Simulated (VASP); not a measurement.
# In (I4/mmm) in VASP: a series of runs, part 2 of 2

VASP 6.6.1. Earlier steps stand in the parts before.

### 3 Single point, PBE

File INCAR:

```
PREC = Accurate
ENCUT = 520
EDIFF = 1E-6
ISMEAR = 0
SIGMA = 0.020999999999999998
LREAL = F
LASPH = T
NELM = 80
ALGO = Fast
ISIF = 2
LWAVE = F
LCHARG = F
GGA = PE
NBANDS = 12
```

File KPOINTS:

```
Automatic mesh
0
Gamma
  11 11 11
```

File POSCAR:

```
In
1.0
   -1.6254700000      1.6254700000      2.4737000000
    1.6254700000     -1.6254700000      2.4737000000
    1.6254700000      1.6254700000     -2.4737000000
In
1
Direct
    0.0000000000      0.0000000000      0.0000000000
```

Potentials or basis: VASP PAW PBE potentials, release 64 (In_d).

On the command line:

```sh
$ cat potpaw_PBE.64/In_d/POTCAR > POTCAR
$ mpirun -np 1 vasp_std > vasp.out
```

Run time: 85 s. Hardware: 1 thread of Intel Xeon Platinum 8259CL at 2.50GHz (Skylake/Cascade Lake), shared host; peak memory 0.17 GiB.

Results (log left out):

| Item | Value |
| --- | --- |
| Free energy | -2.5494 eV |
| Pressure | 1.9 GPa |

Stress tensor (GPa, compression positive):
```
2.15 0.00 0.00
0.00 2.15 0.00
0.00 0.00 1.50
```

Levels at points of the mesh, in eV from the Fermi level:
```csv
k point,band 3,band 4,band 5,band 6,band 7,band 8,band 9,band 10
"(0.00, 0.00, 0.00)",-14.64,-14.56,-14.46,-9.59,10.51,10.51,10.68,11.54
```

Caveat: spin-orbit coupling is left out, which moves the levels of the heavy elements.

### 4 Single point, PBE

File INCAR:

```
PREC = Accurate
ENCUT = 520
EDIFF = 1E-6
ISMEAR = 0
SIGMA = 0.022
LREAL = False
LASPH = True
NELM = 100
ALGO = Fast
ISIF = 2
LWAVE = False
LCHARG = True
GGA = PE
LELF = True
LVHAR = True
NBANDS = 12
```

KPOINTS is that of step 3.

POSCAR is that of step 3.

On the command line:

```sh
$ cat potpaw_PBE.64/In_d/POTCAR > POTCAR
$ mpirun -np 1 vasp_std > vasp.out
```

Run time: 29 s. Hardware: 1 thread of AMD EPYC 9R45 (Zen 5), shared host; peak memory 0.15 GiB.

It converged, with:

```
Free energy : -2.5494 eV
Pressure    : 1.9 GPa
```

Stress tensor (GPa, compression positive):
```
2.15 0.00 0.00
0.00 2.15 0.00
0.00 0.00 1.51
```

Levels at points of the mesh, in eV from the Fermi level:
```tsv
k point	band 2	band 3	band 4	band 5	band 6	band 7	band 8	band 9	band 10	band 11
(0.00, 0.00, 0.00)	-14.64	-14.64	-14.56	-14.46	-9.59	10.51	10.51	10.68	11.54	13.95
```

Caveat: spin-orbit coupling is left out, which moves the levels of the heavy elements.

### 5 Single point, PBE

File INCAR:

```
ALGO = Normal
EDIFF = 1E-7
ENCUT = 520
GGA = PE
ISIF = 2
ISMEAR = 0
LASPH = True
LCHARG = True
LELF = True
LREAL = False
LVHAR = True
LWAVE = False
NBANDS = 12
NELM = 100
PREC = Accurate
SIGMA = 0.023
```

File KPOINTS:

```
k-points
0
Gamma
  11 11 11
```

POSCAR is that of step 4.

Potentials or basis: VASP PAW PBE potentials, release 64 (In_d).

On the command line:

```sh
$ cat potpaw_PBE.64/In_d/POTCAR > POTCAR
$ mpirun -np 1 vasp_std > vasp.out
```

OUTCAR:

```text
EDIFF = 1E-7
   ENCUT = 520
   GGA = PE
   ISIF = 2
   ISMEAR = 0
   LASPH = True
   LREAL = False
   NELM = 100
   PREC = Accurate

 ion  position               nearest neighbor table
   1  0.000  0.000  0.000-

  LATTYP: Found a body centered tetragonal cell.
 ALAT       =     3.2509400000
 C/A-ratio  =     1.5218367611

  Lattice vectors:

 A1 = (  -1.6254700000,   1.6254700000,   2.4737000000)
 A2 = (   1.6254700000,  -1.6254700000,   2.4737000000)
 A3 = (   1.6254700000,   1.6254700000,  -2.4737000000)

Analysis of symmetry for initial positions (statically):
=====================================================================
 Subroutine PRICEL returns:
 Original cell was already a primitive cell.

 Routine SETGRP: Setting up the symmetry group for a
 body centered tetragonal supercell.

 Subroutine GETGRP returns: Found 16 space group operations
 (whereof 16 operations were pure point group operations)
 out of a pool of 16 trial point group operations.

The static configuration has the point symmetry D_4h.

Analysis of symmetry for dynamics (positions and initial velocities):
[... 162 lines left out ...]
 fundamental gap:      0.0383414263
 Fermi energy:         7.5716889915

 k-point     1 :       0.0000    0.0000    0.0000
  band No.  band energies     occupation
      1      -7.1760      2.00000
      2      -7.0717      2.00000
      3      -7.0717      2.00000
      4      -6.9912      2.00000
      5      -6.8856      2.00000
      6      -2.0183      2.00000
      7      18.0788      0.00000
      8      18.0788      0.00000
      9      18.2516      0.00000
     10      19.1095      0.00000
     11      21.4916      0.00000
     12      21.6204      0.00000
[... 331 lines left out ...]
 k-point    24 :      -0.1818    0.1818    0.0000
  band No.  band energies     occupation
      1      -7.1417      2.00000
      2      -7.0437      2.00000
      3      -6.9971      2.00000
      4      -6.9922      2.00000
      5      -6.9085      2.00000
      6      -0.9974      2.00000
      7      14.7024      0.00000
      8      14.9537      0.00000
      9      15.6320      0.00000
     10      16.8607      0.00000
     11      19.0484      0.00000
     12      24.0113      0.00000

 [... further k-points ...]
[... 5 lines left out ...]
  --------------------------------------------------------------------------------------
  -------------------------------------------------------------------------------------
  Total        0.3552040      0.3552040      0.2526181      0.0000000      0.0000000      0.0000000
  in kB       21.7682507     21.7682507     15.4813956      0.0000000      0.0000000      0.0000000
  external PRESSURE =      19.6726324 kB  Pullay stress =       0.0000000 kB

 VOLUME and BASIS-vectors are now :
 -----------------------------------------------------------------------------
  energy-cutoff  :      520.00
  volume of cell :       26.14
      direct lattice vectors                 reciprocal lattice vectors
    -1.625470000  1.625470000  2.473700000     0.000000000  0.307603339  0.202126369
     1.625470000 -1.625470000  2.473700000     0.307603339  0.000000000  0.202126369
     1.625470000  1.625470000 -2.473700000     0.307603339  0.307603339  0.000000000

 POSITION                                       TOTAL-FORCE (eV/Angst)
 -----------------------------------------------------------------------------------
      0.00000      0.00000      0.00000         0.000000      0.000000      0.000000
 -----------------------------------------------------------------------------------
    total drift:                                0.000000      0.000000      0.000000

  FREE ENERGIE OF THE ION-ELECTRON SYSTEM (eV)
  ---------------------------------------------------
  free  energy   TOTEN  =        -2.5494174925 eV

  energy  without entropy=       -2.5493272582  energy(sigma->0) =       -2.54937238
```

OSZICAR:

```text
N       E                     dE             d eps       ncg     rms          rms(c)
DAV:   1     0.783726291465E+02    0.78373E+02   -0.62593E+03  3064   0.137E+03
DAV:   2     0.117993079712E+01   -0.77193E+02   -0.75166E+02  3188   0.294E+02
DAV:   3    -0.248792421361E+01   -0.36679E+01   -0.36571E+01  3584   0.645E+01
DAV:   4    -0.257303502583E+01   -0.85111E-01   -0.85084E-01  3832   0.971E+00
DAV:   5    -0.257700355425E+01   -0.39685E-02   -0.39684E-02  4236   0.188E+00    0.231E+00
DAV:   6    -0.255410446880E+01    0.22899E-01   -0.36662E-02  3876   0.391E+00    0.115E+00
DAV:   7    -0.254967748456E+01    0.44270E-02   -0.11545E-02  3956   0.203E+00    0.258E-01
DAV:   8    -0.254941028273E+01    0.26720E-03   -0.92111E-04  4232   0.504E-01    0.337E-02
DAV:   9    -0.254941673940E+01   -0.64567E-05   -0.12805E-05  4220   0.493E-02    0.152E-02
DAV:  10    -0.254941750462E+01   -0.76522E-06   -0.12620E-06  3492   0.115E-02    0.166E-03
DAV:  11    -0.254941749246E+01    0.12163E-07   -0.37590E-08  2700   0.190E-03
   1 F= -.25494175E+01 E0= -.25493724E+01  d E =-.902343E-04
```

stdout:

```text
POSCAR found type information on POSCAR In
 POSCAR found :  1 types and       1 ions
 scaLAPACK will be used
 LDA part: xc-table for (Slater+PW92), standard interpolation
 POSCAR, INCAR and KPOINTS ok, starting setup
 FFT: planning ... GRIDC
 FFT: planning ... GRID_SOFT
 FFT: planning ... GRID
 WAVECAR not read
 entering main loop
```

Wall time 22 s (1 thread of AMD EPYC 9R45 (Zen 5), shared host); peak memory 0.15 GiB.

What came out:

* Free energy: -2.5494 eV
* Pressure: 2.0 GPa

Stress tensor (GPa, compression positive):
```
2.18 0.00 0.00
0.00 2.18 0.00
0.00 0.00 1.55
```

Caveat: spin-orbit coupling is left out, which moves the levels of the heavy elements.

### 6 Overview

| smearing | gap on the mesh (eV) | pressure (GPa) |
| --- | --- | --- |
| gaussian 0.02 eV | none | 1.9 |
| gaussian 0.021 eV | none | 1.9 |
| gaussian 0.022 eV | none | 1.9 |
| gaussian 0.023 eV | none | 2.0 |

Alike in all rows: task single point; level PBE; potentials or basis VASP PAW PBE potentials, release 64 (In_d); no spin polarisation; cell as given; k mesh 11 × 11 × 11; cutoff (eV) 520.

Every run on the cell as given and a fine mesh finds a metal.

Caveats: spin-orbit coupling is left out, which moves the levels of the heavy elements.

Total energies depend on the potentials used, so only differences within one code and one set of settings carry meaning.
